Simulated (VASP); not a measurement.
# MoPd (P-6m2) in VASP: relaxation of volume and atoms at fixed shape with LDA

Aim: the relaxation of volume and atoms at fixed shape of MoPd with LDA.

Program: VASP 6.6.1. These are calculated values, not measurements. Logs are shortened: lines on timing, memory, paths and dates and some standing lists are left out, and cuts for length are marked.

## 1. The cell of the first run

Symmetry: P-6m2, No. 187, hexagonal system. Conventional cell: a = 2.794 Å, b = 2.794 Å, c = 4.566 Å, α = 90.00°, β = 90.00°, γ = 120.00°. Within 3.7 Å of Mo (site symmetry -6m2) lie 6 Mo at 2.79 Å and 6 Pd at 2.80 Å. Pd (site symmetry -6m2) has 6 Pd at 2.79 Å and 6 Mo at 2.80 Å within 3.7 Å.

## 2. Relaxation of volume and atoms at fixed shape, LDA

INCAR reads:

```
ALGO = Normal ; EDIFF = 1E-7
EDIFFG = -0.03 ; ENCUT = 630
GGA = CA ; GGA_COMPAT = False
IBRION = 2 ; ISIF = 8
ISMEAR = -1 ; LASPH = True
LCHARG = False ; LREAL = False
LWAVE = False ; NELM = 120
NELMIN = 4 ; NSW = 60
PREC = Accurate ; SIGMA = 0.1
```

KPOINTS reads:

```
k-points
0
Gamma
  8 8 5
```

POSCAR reads:

```
MoPd
1.0
    2.7938960000      0.0000000000      0.0000000000
   -1.3969480000      2.4195849115      0.0000000000
    0.0000000000      0.0000000000      4.5663710000
Mo Pd
1 1
Direct
    0.6666666667      0.3333333333      0.5000000000
    0.3333333333      0.6666666667      0.0000000000
```

Potentials or basis: VASP PAW LDA potentials, release 64 (Mo_sv, Pd_sv_GW).

Launch:

```sh
cat potpaw_LDA.64/Mo_sv/POTCAR potpaw_LDA.64/Pd_sv_GW/POTCAR > POTCAR
mpirun -np 1 vasp_std > vasp.out
```

OUTCAR:

```text
EDIFF = 1E-7
   EDIFFG = -0.03
   ENCUT = 630
   GGA = CA
   IBRION = 2
   ISIF = 8
   ISMEAR = -1
   LASPH = True
   LREAL = False
   NELM = 120
   NELMIN = 4
   NSW = 60
   PREC = Accurate

 ion  position               nearest neighbor table
   1  0.667  0.333  0.500-   2 2.80   2 2.80   2 2.80   2 2.80   2 2.80   2 2.80
   2  0.333  0.667  0.000-   1 2.80   1 2.80   1 2.80   1 2.80   1 2.80   1 2.80

  LATTYP: Found a hexagonal cell.
 ALAT       =     2.7938960000
 C/A-ratio  =     1.6344097991

  Lattice vectors:

 A1 = (   2.7938960000,   0.0000000000,   0.0000000000)
 A2 = (  -1.3969480000,   2.4195849115,   0.0000000000)
 A3 = (   0.0000000000,   0.0000000000,   4.5663710000)

Analysis of symmetry for initial positions (statically):
=====================================================================
 Subroutine PRICEL returns:
 Original cell was already a primitive cell.

 Routine SETGRP: Setting up the symmetry group for a
 hexagonal supercell.

 Subroutine GETGRP returns: Found 12 space group operations
 (whereof 12 operations were pure point group operations)
 out of a pool of 24 trial point group operations.

The static configuration has the point symmetry D_3h.

Analysis of symmetry for dynamics (positions and initial velocities):
=====================================================================
 Subroutine PRICEL returns:
 Original cell was already a primitive cell.

 Routine SETGRP: Setting up the symmetry group for a
 hexagonal supercell.

 Subroutine GETGRP returns: Found 12 space group operations
 (whereof 12 operations were pure point group operations)
 out of a pool of 24 trial point group operations.

The dynamic configuration has the point symmetry D_3h.

 Subroutine INISYM returns: Found 12 space group operations
 (whereof 12 operations are pure point group operations),
 and found     1 'primitive' translations

----------------------------------------------------------------------------------------

                                     Primitive cell

  volume of cell :      30.8690

  direct lattice vectors                    reciprocal lattice vectors
     2.793896000  0.000000000  0.000000000     0.357923130  0.206647015  0.000000000
[... 90 lines left out ...]
   IBRION =      2    ionic relax: 0-MD 1-quasi-New 2-CG
   NFREE  =      1    steps in history (QN), initial steepest desc. (CG)
   ISIF   =      8    stress and relaxation
   ISYM   =      2    0-nonsym 1-usesym 2-fastsym
   POTIM  = 0.5000    time-step for ionic-motion
   TEBEG  =    0.0;   TEEND  =   0.0 temperature during run
   PSTRESS=    0.0 pullay stress
   NELECT =      32.0000    total number of electrons
   NUPDOWN=      -1.0000    fix difference up-down
   EMIN   =  10.00;   EMAX   =-10.00  energy-range for DOS
   EFERMI =   0.00;   METHOD = LEGACY
   ISMEAR =    -1;   SIGMA  =   0.10  broadening in eV -4-tet -1-fermi 0-gaus
   EFERMI_NEDOS =   21; number of points for ismear=-14 and -15
   IALGO  =     38    algorithm
   IMIX   =      4    mixing-type and parameters
     AMIX     =   0.40;   BMIX     =  1.00
     AMIX_MAG =   1.60;   BMIX_MAG =  1.00
  volume/ion in A,a.u.               =      15.43       104.16
  Fermi-wavevector in a.u.,A,eV,Ry     =   1.656853  3.130999 37.350208  2.745163
  Thomas-Fermi vector in A             =   2.744707
   LORBIT       =      0    0 simple, 1 ext, 2 COOP (PROOUT), +10 PAW based schemes
   GGA     = CA    functional components
   LHFCALC =     F    Hartree Fock is set to
   AEXX    =    0.0000 exact exchange contribution
   IVDW    =     0    specifies the selected vdW correction
   LEPSILON=     F    determine dielectric tensor
   LRPA    =     F    only Hartree local field effects (RPA)
 conjugate gradient relaxation of ions
 non-spin polarized calculation
  energy-cutoff  :      630.00
  volume of cell :       30.87
 maximum number of plane-waves:      1124
 NGX is ok and might be reduce to    24
   NGX = 11   NGY = 11   NGZ = 19

--------------------------------------- Ionic step        1  -------------------------------------------

 number of electron      32.0000007 magnetization

 Free energy of the ion-electron system (eV)
  ---------------------------------------------------
  ext. energy  EPLUGINS =         0.00000000
  ---------------------------------------------------
  free energy    TOTEN  =       -17.10698020 eV

  energy without entropy =      -17.04063232  energy(sigma->0) =      -17.07380626

------------------------ aborting loop because EDIFF is reached ----------------------------------------

  FORCE on cell =-STRESS in cart. coord.  units (eV):
  Direction    XX          YY          ZZ          XY          YZ          ZX
  --------------------------------------------------------------------------------------
  -------------------------------------------------------------------------------------
  Total       -3.0121750     -3.0121750     -2.3572042      0.0000000     -0.0000000      0.0000000
  in kB     -156.3394153   -156.3394153   -122.3447911      0.0000000     -0.0000000      0.0000000
  external PRESSURE =    -145.0078739 kB  Pullay stress =       0.0000000 kB
[... 95 lines left out ...]
--------------------------------------- Ionic step        4  -------------------------------------------

 number of electron      31.9999996 magnetization

 Free energy of the ion-electron system (eV)
  ---------------------------------------------------
  ext. energy  EPLUGINS =         0.00000000
  ---------------------------------------------------
  free energy    TOTEN  =       -17.19633769 eV

  energy without entropy =      -17.13410542  energy(sigma->0) =      -17.16522155

 E-fermi :  11.4453     XC(G=0): -14.0259

 val. band max:       11.4347441955   @ k =   0.5000   0.0000   0.2000
 cond. band min:      11.4626851551   @ k =   0.1250   0.0000   0.2000
 fundamental gap:      0.0279409596
 Fermi energy:        11.4452814033

 k-point     1 :       0.0000    0.0000    0.0000
  band No.  band energies     occupation
      1     -73.2651      2.00000
      2     -49.2632      2.00000
      3     -39.4092      2.00000
      4     -38.9930      2.00000
      5     -38.9930      2.00000
      6     -23.6467      2.00000
[... 541 lines left out ...]
     19      14.8449      0.00000
     20      14.9343      0.00000

 [... further k-points ...]

------------------------ aborting loop because EDIFF is reached ----------------------------------------

  FORCE on cell =-STRESS in cart. coord.  units (eV):
  Direction    XX          YY          ZZ          XY          YZ          ZX
  --------------------------------------------------------------------------------------
  -------------------------------------------------------------------------------------
  Total       -0.2585176     -0.2585176      0.4253332      0.0000000      0.0000000     -0.0000000
  in kB      -14.2710181    -14.2710181     23.4797843      0.0000000      0.0000000     -0.0000000
  external PRESSURE =      -1.6874173 kB  Pullay stress =       0.0000000 kB
[... 17 lines left out ...]
  FREE ENERGIE OF THE ION-ELECTRON SYSTEM (eV)
  ---------------------------------------------------
  free  energy   TOTEN  =       -17.1963376902 eV

  energy  without entropy=      -17.1341054195  energy(sigma->0) =      -17.16522155

 reached required accuracy - stopping structural energy minimisation
```

OSZICAR:

```text
N       E                     dE             d eps       ncg     rms          rms(c)
DAV:   1     0.605387818604E+03    0.60539E+03   -0.22088E+04  1200   0.221E+03
DAV:   2     0.278529363770E+02   -0.57753E+03   -0.55681E+03  1252   0.918E+02
DAV:   3    -0.196848684963E+02   -0.47538E+02   -0.43505E+02  1824   0.237E+02
[... 52 lines left out ...]
DAV:   3    -0.171967958263E+02    0.48863E-02   -0.21182E-02  1672   0.251E+00    0.246E-01
DAV:   4    -0.171963096631E+02    0.48616E-03   -0.15291E-03  1664   0.774E-01    0.137E-01
DAV:   5    -0.171963390451E+02   -0.29382E-04   -0.16679E-04  1836   0.194E-01    0.386E-02
DAV:   6    -0.171963369683E+02    0.20768E-05   -0.95193E-06  1608   0.600E-02    0.190E-02
DAV:   7    -0.171963377040E+02   -0.73571E-06   -0.20034E-06  1780   0.160E-02    0.346E-03
DAV:   8    -0.171963376902E+02    0.13828E-07   -0.26798E-08   644   0.217E-03
   4 F= -.17196338E+02 E0= -.17165222E+02  d E =-.893575E-01
```

CONTCAR:

```text
MoPd
   1.00000000000000
     2.7370626663218807    0.0000000000000000    0.0000000000000000
    -1.3685313331609403    2.3703658007536359    0.0000000000000000
     0.0000000000000000    0.0000000000000000    4.4734820425223099
  Mo              Pd
     1     1
Direct
     0.6666666667000030    0.3333333332999970    0.5000000000000000
     0.3333333332999970    0.6666666667000030    0.0000000000000000

  0.00000000E+00  0.00000000E+00  0.00000000E+00
  0.00000000E+00  0.00000000E+00  0.00000000E+00
```

Run time: 57 s. Hardware: 1 thread of Intel Xeon Platinum 8488C (Sapphire Rapids), shared host; peak memory 0.18 GiB.

Results:

```yaml
Free_energy: -17.1963 eV
Relaxed_volume: 14.51 Å³/atom
Relaxed_cell: a = 2.737 Å, b = 2.737 Å, c = 4.473 Å, α = 90.00°, β = 90.00°, γ = 120.00°
Space_group_after_relaxing_to_0.1_Å: P-6m2 (No. 187)
Energy_gained_by_relaxing: 44.7 meV/atom
Ionic_steps: 4
Pressure_after_relaxing: -0.2 GPa
Band_gap_on_the_k_mesh: zero (bands 16 and 17 overlap by 2.10 eV)
```

The path:
| step | energy change (eV) | largest force (eV/Å) | pressure (GPa) | volume (Å³) |
| --- | --- | --- | --- | --- |
| 1 | 0.0000 | 0.0000 | -14.50 | 30.87 |
| 2 | 0.5106 | 0.0000 | 55.56 | 25.04 |
| 3 | -0.0891 | 0.0000 | -0.92 | 29.10 |
| 4 | -0.0894 | 0.0000 | -0.17 | 29.02 |

Final structure:
```
CELL_PARAMETERS angstrom
2.73706 0.00000 0.00000
-1.36853 2.37037 0.00000
0.00000 0.00000 4.47348
ATOMIC_POSITIONS crystal
Mo 0.66667 0.33333 0.50000
Pd 0.33333 0.66667 0.00000
```

Levels at points of the mesh, in eV from the Fermi level:
| k point | band 12 | band 13 | band 14 | band 15 | band 16 | band 17 | band 18 | band 19 | band 20 |
| --- | --- | --- | --- | --- | --- | --- | --- | --- | --- |
| (0.00, 0.00, 0.00) | -3.60 | -2.69 | -2.46 | -2.46 | -0.65 | -0.65 | 0.72 | 2.39 | 2.39 |
| (0.50, 0.00, 0.00) | -3.44 | -2.43 | -2.22 | -1.28 | -0.84 | 2.29 | 3.24 | 4.49 | 6.63 |

The gap in the log of VASP goes by the Fermi energy; the results here count the filled bands.